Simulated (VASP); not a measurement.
Write the native input for VASP 6.6.1 that does the following.

| Property | Result |
| --- | --- |
| Task | single point |
| Functional | PBE |
| Potentials or basis | VASP PAW PBE potentials, release 64 (Si, O, H) |
| Cutoff | 520 eV |
| k mesh | 1 × 1 × 1 |
| Occupations | gaussian, width 0.02 eV |
| Spin | no spin polarisation |
| Dipole correction | no |
| Further INCAR settings | LREAL = Auto; ALGO = Normal; EDIFF = 1e-07; NBANDS = 235 |

The structure of Si23H4O48 (a cell with a defect) lies in POSCAR:

```
Si23H4O48
1.0
    9.8316000000      0.0000000000      0.0000000000
   -4.9158000000      8.5144150000      0.0000000000
    0.0000000000      0.0000000000     10.8182000000
Si O H
23 48 4
Direct
    0.2668430000      0.0009767400      0.1634700000
    0.0028516000      0.2703680000      0.3357050000
    0.2306050000      0.2354080000      0.0001007300
    0.2653480000      0.9977494000      0.6636500000
    0.9932126000      0.2663560000      0.8350300000
    0.2323110000      0.2285110000      0.5017520000
    0.2682820000      0.5027390000      0.1672110000
    0.9997803800      0.7676140000      0.3331480000
    0.2338640000      0.7330290000      0.9966533000
    0.9989205000      0.7666930000      0.8327140000
    0.2344290000      0.7356140000      0.4976220000
    0.7692410000      0.0042952000      0.1672390000
    0.4984520000      0.2670890000      0.3326380000
    0.7266420000      0.2320240000      0.0002954000
    0.7657180000      0.0012322000      0.6669000000
    0.4945750000      0.2657660000      0.8320270000
    0.7327730000      0.2338080000      0.4992370000
    0.7651740000      0.5008340000      0.1672980000
    0.5011880000      0.7703670000      0.3320530000
    0.7350830000      0.7369020000      0.0012113000
    0.7631940000      0.4995590000      0.6663380000
    0.5046480000      0.7692100000      0.8316280000
    0.7327490000      0.7354920000      0.4996880000
    0.0687650000      0.2066210000      0.4462400000
    0.2961240000      0.3658270000      0.1099080000
    0.1402060000      0.4347450000      0.2786630000
    0.2024600000      0.0698960000      0.0553950000
    0.3623780000      0.2944360000      0.3913610000
    0.4306990000      0.1384180000      0.2213530000
    0.0654320000      0.2098730000      0.9457150000
    0.3038820000      0.3517710000      0.6166480000
    0.1356700000      0.4290170000      0.7780800000
    0.1997120000      0.0574320000      0.5499300000
    0.3584550000      0.2958220000      0.8879650000
    0.4284840000      0.1364520000      0.7217280000
    0.0679010000      0.7063220000      0.4438320000
    0.2991160000      0.8684090000      0.1031500000
    0.1368330000      0.9300380000      0.2735220000
    0.2040780000      0.5698520000      0.0580140000
    0.3639780000      0.7993980000      0.3865800000
    0.4342950000      0.6406840000      0.2215190000
    0.0677460000      0.7049810000      0.9423610000
    0.2993620000      0.8643310000      0.6090240000
    0.1350350000      0.9300380000      0.7738950000
    0.2058530000      0.5699500000      0.5554350000
    0.3593880000      0.7870590000      0.8833780000
    0.4574520000      0.6484340000      0.7143040000
    0.5683340000      0.2046660000      0.4411890000
    0.7907210000      0.3628830000      0.1097040000
    0.6344730000      0.4331810000      0.2768560000
    0.7032200000      0.0691220000      0.0573170000
    0.8658290000      0.2991990000      0.3913950000
    0.9337440000      0.1415760000      0.2241200000
    0.5617480000      0.2046160000      0.9436860000
    0.7914020000      0.3622690000      0.6109670000
    0.6303510000      0.4323090000      0.7751710000
    0.7053660000      0.0690910000      0.5554790000
    0.8539980000      0.2927100000      0.8882170000
    0.9307640000      0.1366270000      0.7244910000
    0.5684650000      0.7078670000      0.4422990000
    0.7990200000      0.8685060000      0.1101390000
    0.6394420000      0.9356300000      0.2772850000
    0.7054800000      0.5714430000      0.0574340000
    0.8637870000      0.7971160000      0.3899890000
    0.9305870000      0.6356190000      0.2243800000
    0.5697540000      0.7090080000      0.9453830000
    0.7944690000      0.8645580000      0.6107280000
    0.6368080000      0.9393260000      0.7782680000
    0.7041320000      0.5699330000      0.5561050000
    0.8633810000      0.7966100000      0.8896810000
    0.9285160000      0.6335080000      0.7246220000
    0.4522990000      0.5477660000      0.7253400000
    0.2297450000      0.3561110000      0.6755540000
    0.2940494600      0.5836118300      0.5920081700
    0.1163320000      0.4796660000      0.7069560000
```

The input as run:

INCAR

```
PREC = Accurate ; ENCUT = 520
EDIFF = 1E-7 ; ISMEAR = 0
SIGMA = 0.02 ; LREAL = Auto
LASPH = T ; NELM = 100
ALGO = Normal ; ISIF = 2
LWAVE = F ; LCHARG = F
GGA = PE ; NBANDS = 235
```

KPOINTS

```
regular mesh
0
Gamma
  1 1 1
```

Potentials or basis: VASP PAW PBE potentials, release 64 (Si, O, H).

Launch:

```bash
$ cat potpaw_PBE.64/Si/POTCAR potpaw_PBE.64/O/POTCAR potpaw_PBE.64/H/POTCAR > POTCAR
$ mpirun -np 1 vasp_gam > vasp.out
```

Results of the run:

```json
{
 "Pressure": "3.0 GPa",
 "Largest force": "5.318 eV/Å",
 "Band gap on the k mesh": "5.73 eV"
}
```

Caveat: the k points lie up to 0.74 Å⁻¹ apart.

It took 5.9 min on 1 thread of AMD EPYC 7R13 Processor (Zen 3), on a shared host, peak memory 0.95 GiB.
